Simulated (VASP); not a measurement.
The system is TiN.

```
Ti N
1.0
     0.00000    2.11900    2.11900
     2.11900    0.00000    2.11900
     2.11900    2.11900    0.00000
Ti N
1 1
Direct
  0.00000 0.00000 0.00000
  0.50000 0.50000 0.50000
```

```yaml
Program: VASP 6.6.1
Task: relaxation of cell and atoms
Functional: PBEsol
Potentials_or_basis: VASP PAW PBE potentials, release 64 (Ti_sv, N)
Cutoff: 600 eV
k_mesh: 11 × 11 × 11
Occupations: gaussian, width 0.1 eV
Spin: no spin polarisation
```

At the start: pressure -6.4 GPa; volume 9.51 Å³/atom.

**Question.** Where does the relaxation end?

**Answer.** Over 3 steps the energy falls by 4.4 meV/atom and the volume is 9.30 Å³/atom (-2.2 %); space group Fm-3m (No. 225, to 0.1 Å) before and after.

Step by step:
```tsv
step	energy change (eV)	largest force (eV/Å)	pressure (GPa)	volume (Å³)
1	0.0000	0.0000	-6.44	19.03
2	0.0109	0.0000	10.70	18.00
3	-0.0087	0.0000	-0.03	18.61
```

Final structure:
```yaml
crystal:
  lattice:
    - [0.00000, 2.10317, 2.10317]
    - [2.10317, 0.00000, 2.10317]
    - [2.10317, 2.10317, 0.00000]
  atoms:
    - { symbol: Ti, position: [0.00000, 0.00000, 0.00000] }
    - { symbol: N, position: [0.50000, 0.50000, 0.50000] }
```

Caveat: the PAW data sets were made with another functional, which shifts forces and pressure a little.
